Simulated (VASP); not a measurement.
# Y4C3 (Pm-3m) in VASP: a series of runs

Runs on Y4C3. Level: PBE. Tasks: single point, relaxation of cell and atoms.

Program: VASP 6.6.1. These are calculated values, not measurements. Logs are shortened: lines on timing, memory, paths and dates and some standing lists are left out, and cuts for length are marked.

### 1 The cell of the first run

It takes space group Pm-3m (No. 221, cubic). Conventional cell: a = 4.763 Å, b = 4.763 Å, c = 4.763 Å, α = 90.00°, β = 90.00°, γ = 90.00°. Y (site symmetry m-3m) has 6 C at 2.38 Å within 3.1 Å. Y (site symmetry 4/mmm) has 4 C at 2.38 Å within 3.1 Å. Within 3.1 Å of C (site symmetry 4/mmm) lie 6 Y at 2.38 Å.

The cell was generated, and may not be a known phase.

### 2 Single point, PBE

Contents of INCAR:

```
SYSTEM = Y4C3
ALGO = Fast
EDIFF = 1E-6
ENCUT = 520
GGA = PE
ISIF = 2
ISMEAR = 0
LASPH = .TRUE.
LCHARG = .FALSE.
LREAL = .FALSE.
LWAVE = .FALSE.
NBANDS = 37
NELM = 100
PREC = Accurate
SIGMA = 0.1
```

Contents of KPOINTS:

```
k-points
0
G
  4 4 4
  0 0 0
```

Contents of POSCAR:

```
Y4C3
1.0
    4.7626152200      0.0000000000      0.0000000000
    0.0000000000      4.7626152200      0.0000000000
    0.0000000000      0.0000000000      4.7626152200
Y C
4 3
Direct
    0.5000000000      0.5000000000      0.5000000000
    0.5000000000      0.0000000000      0.0000000000
    0.0000000000      0.5000000000      0.0000000000
    0.0000000000      0.0000000000      0.5000000000
    0.5000000000      0.5000000000      0.0000000000
    0.0000000000      0.5000000000      0.5000000000
    0.5000000000      0.0000000000      0.5000000000
```

Potentials or basis: VASP PAW PBE potentials, release 64 (Y_sv, C).

Run with:

```
$ cat potpaw_PBE.64/Y_sv/POTCAR potpaw_PBE.64/C/POTCAR > POTCAR
$ mpirun -np 1 vasp_std > vasp.out
```

OUTCAR:

```text
SYSTEM = Y4C3
   EDIFF = 1E-6
   ENCUT = 520
   GGA = PE
   ISIF = 2
   ISMEAR = 0
   LASPH = .TRUE.
   LREAL = .FALSE.
   NELM = 100
   PREC = Accurate

 ion  position               nearest neighbor table
   1  0.500  0.500  0.500-   5 2.38   6 2.38   7 2.38   5 2.38   7 2.38   6 2.38   2 3.37   3 3.37
                             2 3.37   2 3.37   4 3.37   3 3.37   2 3.37   3 3.37   4 3.37   4 3.37
   2  0.500  0.000  0.000-   5 2.38   7 2.38   7 2.38   5 2.38   3 3.37   1 3.37   4 3.37   4 3.37
                             1 3.37   3 3.37   1 3.37   1 3.37   3 3.37   4 3.37   4 3.37   3 3.37
   3  0.000  0.500  0.000-   5 2.38   6 2.38   6 2.38   5 2.38   2 3.37   1 3.37   4 3.37   4 3.37
                             2 3.37   4 3.37   4 3.37   1 3.37   2 3.37   1 3.37   1 3.37   2 3.37
   4  0.000  0.000  0.500-   6 2.38   7 2.38   6 2.38   7 2.38   2 3.37   2 3.37   3 3.37   1 3.37
                             3 3.37   3 3.37   3 3.37   1 3.37   2 3.37   1 3.37   2 3.37   1 3.37
   5  0.500  0.500  0.000-   1 2.38   2 2.38   3 2.38   1 2.38   2 2.38   3 2.38
   6  0.000  0.500  0.500-   1 2.38   3 2.38   4 2.38   3 2.38   4 2.38   1 2.38
   7  0.500  0.000  0.500-   1 2.38   2 2.38   4 2.38   2 2.38   1 2.38   4 2.38

  LATTYP: Found a simple cubic cell.
 ALAT       =     4.7626152200

  Lattice vectors:

 A1 = (   4.7626152200,   0.0000000000,   0.0000000000)
 A2 = (   0.0000000000,   4.7626152200,   0.0000000000)
 A3 = (   0.0000000000,   0.0000000000,   4.7626152200)

Analysis of symmetry for initial positions (statically):
=====================================================================
 Subroutine PRICEL returns:
 Original cell was already a primitive cell.

 Routine SETGRP: Setting up the symmetry group for a
 simple cubic supercell.

 Subroutine GETGRP returns: Found 48 space group operations
 (whereof 48 operations were pure point group operations)
 out of a pool of 48 trial point group operations.

The static configuration has the point symmetry O_h .

Analysis of symmetry for dynamics (positions and initial velocities):
=====================================================================
 Subroutine PRICEL returns:
 Original cell was already a primitive cell.

 Routine SETGRP: Setting up the symmetry group for a
 simple cubic supercell.

 Subroutine GETGRP returns: Found 48 space group operations
 (whereof 48 operations were pure point group operations)
 out of a pool of 48 trial point group operations.

The dynamic configuration has the point symmetry O_h .

 Subroutine INISYM returns: Found 48 space group operations
 (whereof 48 operations are pure point group operations),
 and found     1 'primitive' translations

----------------------------------------------------------------------------------------

                                     Primitive cell

  volume of cell :     108.0280

  direct lattice vectors                    reciprocal lattice vectors
     4.762615220  0.000000000  0.000000000     0.209968673  0.000000000  0.000000000
     0.000000000  4.762615220  0.000000000     0.000000000  0.209968673  0.000000000
     0.000000000  0.000000000  4.762615220     0.000000000  0.000000000  0.209968673

  length of vectors
     4.762615220  4.762615220  4.762615220     0.209968673  0.209968673  0.209968673

  position of ions in fractional coordinates (direct lattice)
     0.500000000  0.500000000  0.500000000
     0.500000000  0.000000000  0.000000000
     0.000000000  0.500000000  0.000000000
     0.000000000  0.000000000  0.500000000
     0.500000000  0.500000000  0.000000000
     0.000000000  0.500000000  0.500000000
     0.500000000  0.000000000  0.500000000

  ion indices of the primitive-cell ions
   primitive index   ion index
                 1           1
                 2           2
                 3           3
                 4           4
                 5           5
                 6           6
                 7           7

----------------------------------------------------------------------------------------

 KPOINTS: k-points

Automatic generation of k-mesh.
 Grid dimensions read from file:
 generate k-points for:    4    4    4

 Generating k-lattice:

  Cartesian coordinates                     Fractional coordinates (reciprocal lattice)
     0.052492168  0.000000000  0.000000000     0.250000000  0.000000000  0.000000000
     0.000000000  0.052492168  0.000000000     0.000000000  0.250000000  0.000000000
     0.000000000  0.000000000  0.052492168     0.000000000  0.000000000  0.250000000

  Length of vectors
     0.052492168  0.052492168  0.052492168

  Shift w.r.t. Gamma in fractional coordinates (k-lattice)
     0.000000000  0.000000000  0.000000000

 Subroutine IBZKPT returns following result:
 ===========================================

 Found     10 irreducible k-points:

 Following reciprocal coordinates:
            Coordinates               Weight
  0.000000  0.000000  0.000000      1.000000
  0.250000  0.000000  0.000000      6.000000
  0.500000  0.000000  0.000000      3.000000
  0.250000  0.250000  0.000000     12.000000
  0.500000  0.250000  0.000000     12.000000
  0.500000  0.500000  0.000000      3.000000
  0.250000  0.250000  0.250000      8.000000
  0.500000  0.250000  0.250000     12.000000
  0.500000  0.500000  0.250000      6.000000
  0.500000  0.500000  0.500000      1.000000
   k-points           NKPTS =     10   k-points in BZ     NKDIM =     10   number of bands    NBANDS=     37
   number of dos      NEDOS =    301   number of ions     NIONS =      7
   total plane-waves  NPLWV =  46656
   dimension x,y,z NGX =    36 NGY =   36 NGZ =   36
   dimension x,y,z NGXF=    72 NGYF=   72 NGZF=   72
   ions per type =               4   3
   NGX,Y,Z   is equivalent  to a cutoff of  12.57, 12.57, 12.57 a.u.
   NGXF,Y,Z  is equivalent  to a cutoff of  25.13, 25.13, 25.13 a.u.
 SYSTEM =  Y4C3
   PREC   = accura    normal or accurate (medium, high low for compatibility)
   ISTART =      0    job   : 0-new  1-cont  2-samecut
   ICHARG =      2    charge: 1-file 2-atom 10-const
   ISPIN  =      1    spin polarized calculation?
   LNONCOLLINEAR =      F non collinear calculations
   LSORBIT =      F    spin-orbit coupling
   LASPH  =      T    aspherical Exc in radial PAW
   ENCUT  =  520.0 eV  38.22 Ry    6.18 a.u.   8.86  8.86  8.86*2*pi/ulx,y,z
   NELM   =    100;   NELMIN=  2; NELMDL= -5     # of ELM steps
   EDIFF  = 0.1E-05   stopping-criterion for ELM
   LREAL  =      F    real-space projection
   EDIFFG = 0.1E-04   stopping-criterion for IOM
   NSW    =      0    number of steps for IOM
   IBRION =     -1    ionic relax: 0-MD 1-quasi-New 2-CG
   NFREE  =      0    steps in history (QN), initial steepest desc. (CG)
   ISIF   =      2    stress and relaxation
   ISYM   =      2    0-nonsym 1-usesym 2-fastsym
   POTIM  = 0.5000    time-step for ionic-motion
   TEBEG  =    0.0;   TEEND  =   0.0 temperature during run
   PSTRESS=    0.0 pullay stress
   NELECT =      56.0000    total number of electrons
   NUPDOWN=      -1.0000    fix difference up-down
   EMIN   =  10.00;   EMAX   =-10.00  energy-range for DOS
   EFERMI =   0.00;   METHOD = LEGACY
   ISMEAR =     0;   SIGMA  =   0.10  broadening in eV -4-tet -1-fermi 0-gaus
   EFERMI_NEDOS =   21; number of points for ismear=-14 and -15
   IALGO  =     68    algorithm
   IMIX   =      4    mixing-type and parameters
     AMIX     =   0.40;   BMIX     =  1.00
     AMIX_MAG =   1.60;   BMIX_MAG =  1.00
  volume/ion in A,a.u.               =      15.43       104.14
  Fermi-wavevector in a.u.,A,eV,Ry     =   1.315100  2.485178 23.531102  1.729487
  Thomas-Fermi vector in A             =   2.445306
   LORBIT       =      0    0 simple, 1 ext, 2 COOP (PROOUT), +10 PAW based schemes
   GGA     = PE    functional components
   LHFCALC =     F    Hartree Fock is set to
   AEXX    =    0.0000 exact exchange contribution
   IVDW    =     0    specifies the selected vdW correction
   LEPSILON=     F    determine dielectric tensor
   LRPA    =     F    only Hartree local field effects (RPA)
 non-spin polarized calculation
 RMM-DIIS sequential band-by-band and
 Gauss-broadening in eV      SIGMA  =   0.10
  energy-cutoff  :      520.00
  volume of cell :      108.03
 maximum number of plane-waves:      2945
 NGX is ok and might be reduce to    36
   NGX = 17   NGY = 17   NGZ = 17

 number of electron      56.0000008 magnetization

 Free energy of the ion-electron system (eV)
  ---------------------------------------------------
  ext. energy  EPLUGINS =         0.00000000
  ---------------------------------------------------
  free energy    TOTEN  =       -52.70312554 eV

  energy without entropy =      -52.66091905  energy(sigma->0) =      -52.68202230

 E-fermi :   4.3715     XC(G=0): -11.3056

 val. band max:        4.3581204775   @ k =   0.0000   0.0000   0.0000
 cond. band min:       4.3752688262   @ k =   0.2500   0.2500   0.0000
 fundamental gap:      0.0171483486
 Fermi energy:         4.3714811439

 k-point     1 :       0.0000    0.0000    0.0000
  band No.  band energies     occupation
      1     -36.3367      2.00000
      2     -36.1697      2.00000
      3     -36.1697      2.00000
      4     -34.9952      2.00000
      5     -16.9568      2.00000
      6     -16.9568      2.00000
[... 29 lines left out ...]
     36       9.7047      0.00000
     37       9.7047      0.00000

 k-point     2 :       0.2500    0.0000    0.0000
  band No.  band energies     occupation
      1     -36.3141      2.00000
      2     -36.1905      2.00000
      3     -36.1694      2.00000
      4     -34.9975      2.00000
      5     -16.8848      2.00000
      6     -16.8848      2.00000
[... 29 lines left out ...]
     36       8.9368      0.00000
     37       9.9343      0.00000

 k-point     3 :       0.5000    0.0000    0.0000
  band No.  band energies     occupation
      1     -36.2769      2.00000
      2     -36.2258      2.00000
      3     -36.1691      2.00000
      4     -34.9998      2.00000
      5     -16.7834      2.00000
      6     -16.7834      2.00000
[... 29 lines left out ...]
     36       9.2474      0.00000
     37      10.7779      0.00000

 k-point     4 :       0.2500    0.2500    0.0000
  band No.  band energies     occupation
      1     -36.2945      2.00000
      2     -36.1963      2.00000
      3     -36.1811      2.00000
      4     -34.9992      2.00000
      5     -16.9251      2.00000
      6     -16.8158      2.00000
[... 29 lines left out ...]
     36       9.0812      0.00000
     37      10.4371      0.00000

 k-point     5 :       0.5000    0.2500    0.0000
  band No.  band energies     occupation
      1     -36.2610      2.00000
      2     -36.2242      2.00000
      3     -36.1847      2.00000
      4     -35.0009      2.00000
      5     -16.8965      2.00000
      6     -16.7179      2.00000
[... 29 lines left out ...]
     36      10.0483      0.00000
     37      10.5373      0.00000

 k-point     6 :       0.5000    0.5000    0.0000
  band No.  band energies     occupation
      1     -36.2227      2.00000
      2     -36.2227      2.00000
      3     -36.2226      2.00000
      4     -35.0020      2.00000
      5     -16.9555      2.00000
      6     -16.8311      2.00000
[... 29 lines left out ...]
     36      10.2866      0.00000
     37      10.2995      0.00000

 k-point     7 :       0.2500    0.2500    0.2500
  band No.  band energies     occupation
      1     -36.2782      2.00000
      2     -36.1959      2.00000
      3     -36.1959      2.00000
      4     -35.0002      2.00000
      5     -17.0264      2.00000
      6     -16.7626      2.00000
[... 29 lines left out ...]
     36       9.2355      0.00000
     37       9.2355      0.00000

 k-point     8 :       0.5000    0.2500    0.2500
  band No.  band energies     occupation
      1     -36.2495      2.00000
      2     -36.2232      2.00000
      3     -36.1956      2.00000
      4     -35.0012      2.00000
      5     -17.0596      2.00000
      6     -16.8150      2.00000
[... 29 lines left out ...]
     36      10.4711      0.00000
     37      10.9308      0.00000

 k-point     9 :       0.5000    0.5000    0.2500
  band No.  band energies     occupation
      1     -36.2223      2.00000
      2     -36.2223      2.00000
      3     -36.2222      2.00000
      4     -35.0014      2.00000
      5     -17.1389      2.00000
      6     -16.9295      2.00000
[... 29 lines left out ...]
     36      10.2062      0.00000
     37      10.5087      0.00000

 k-point    10 :       0.5000    0.5000    0.5000
  band No.  band energies     occupation
      1     -36.2218      2.00000
      2     -36.2218      2.00000
      3     -36.2218      2.00000
      4     -35.0009      2.00000
      5     -17.2529      2.00000
      6     -17.0166      2.00000
[... 29 lines left out ...]
     36      12.0022      0.00000
     37      12.0298      0.00000

------------------------ aborting loop because EDIFF is reached ----------------------------------------

  FORCE on cell =-STRESS in cart. coord.  units (eV):
  Direction    XX          YY          ZZ          XY          YZ          ZX
  --------------------------------------------------------------------------------------
  -------------------------------------------------------------------------------------
  Total       18.6608167     18.6608167     18.6608167      0.0000000      0.0000000      0.0000000
  in kB      276.7609059    276.7609059    276.7609059      0.0000000      0.0000000      0.0000000
  external PRESSURE =     276.7609059 kB  Pullay stress =       0.0000000 kB

 VOLUME and BASIS-vectors are now :
 -----------------------------------------------------------------------------
  energy-cutoff  :      520.00
  volume of cell :      108.03
      direct lattice vectors                 reciprocal lattice vectors
     4.762615220  0.000000000  0.000000000     0.209968673  0.000000000  0.000000000
     0.000000000  4.762615220  0.000000000     0.000000000  0.209968673  0.000000000
     0.000000000  0.000000000  4.762615220     0.000000000  0.000000000  0.209968673

 POSITION                                       TOTAL-FORCE (eV/Angst)
 -----------------------------------------------------------------------------------
      2.38131      2.38131      2.38131         0.000000      0.000000      0.000000
      2.38131      0.00000      0.00000         0.000000      0.000000      0.000000
      0.00000      2.38131      0.00000         0.000000      0.000000      0.000000
      0.00000      0.00000      2.38131         0.000000      0.000000      0.000000
      2.38131      2.38131      0.00000         0.000000      0.000000      0.000000
      0.00000      2.38131      2.38131         0.000000      0.000000      0.000000
      2.38131      0.00000      2.38131         0.000000      0.000000      0.000000
 -----------------------------------------------------------------------------------
    total drift:                                0.000000      0.000000     -0.000000

  FREE ENERGIE OF THE ION-ELECTRON SYSTEM (eV)
  ---------------------------------------------------
  free  energy   TOTEN  =       -52.7031255423 eV

  energy  without entropy=      -52.6609190486  energy(sigma->0) =      -52.68202230
```

Wall time 67 s (1 thread of Oxide Virtual Turin-like, shared host); peak memory 0.19 GiB.

What came out:

| Property | Result |
| --- | --- |
| Free energy | -52.7031 eV |
| Pressure | 27.7 GPa |
| Band gap on the k mesh | zero (bands 28 and 29 overlap by 1.51 eV) |

Caveat: the cell stands under pressure.

(Part 1 of 3 ends here.)

The gap in the log of VASP goes by the Fermi energy; the results here count the filled bands.